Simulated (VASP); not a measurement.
Runs of VASP 6.6.1 on Te2Mo. The structure is that of space group P2_1/m (No. 11), or close to it. The cells are those of the table. 

```csv
level,cell,k mesh,smearing,gap on the mesh (eV),pressure (GPa),largest force (eV/Å)
PBE,"a = 6.346, b = 3.494, c = 14.866 Å, angles 90.0, 92.1, 90.0°, 12 atoms",4 × 8 × 2,gaussian 0.012 eV,none,0.7,(b)
BLYP,"a = 6.346, b = 3.494, c = 14.866 Å, angles 90.0, 92.1, 90.0°, 12 atoms",4 × 8 × 2,fermi-dirac 0.05 eV,none,6.3,0.73
PBEsol+D4,"a = 6.299, b = 3.440, c = 13.076 Å, angles 90.0, 93.7, 90.0°, 12 atoms",4 × 8 × 2,fermi-dirac 0.05 eV,none,0.1,0.03
RPBE+D3(BJ),"a = 5.947, b = 3.162, c = 12.150 Å, angles 90.0, 97.4, 90.0°, 12 atoms",3 × 6 × 2,fermi-dirac 0.05 eV,none,-0.2,0.03
PBE,"a = 6.371, b = 3.468, c = 15.758 Å, angles 90.0, 91.1, 90.0°, 12 atoms",3 × 6 × 2,fermi-dirac 0.05 eV,none,(c),(a)
```

Alike in all rows: task single point; potentials or basis VASP PAW PBE potentials, release 64 (Te, Mo_sv); no spin polarisation; cutoff (eV) 520.

Question: Fill in the values left out.

Answer: (a) 0.01; (b) 0.22; (c) 0.0.

Caveats: spin-orbit coupling is left out, which moves the levels of the heavy elements; this functional lacks dispersion, which binds the layers, so the pressure and a relaxed spacing across them are unreliable (some runs); the PAW data sets were made with another functional, which shifts forces and pressure a little (some runs); pairwise dispersion overbinds metals, which lowers pressure and volume (some runs).

A k mesh can miss the band edges, and the runs leave out spin-orbit coupling on Mo, Te.

A gap of «none» marks levels without a gap at the run's occupations.
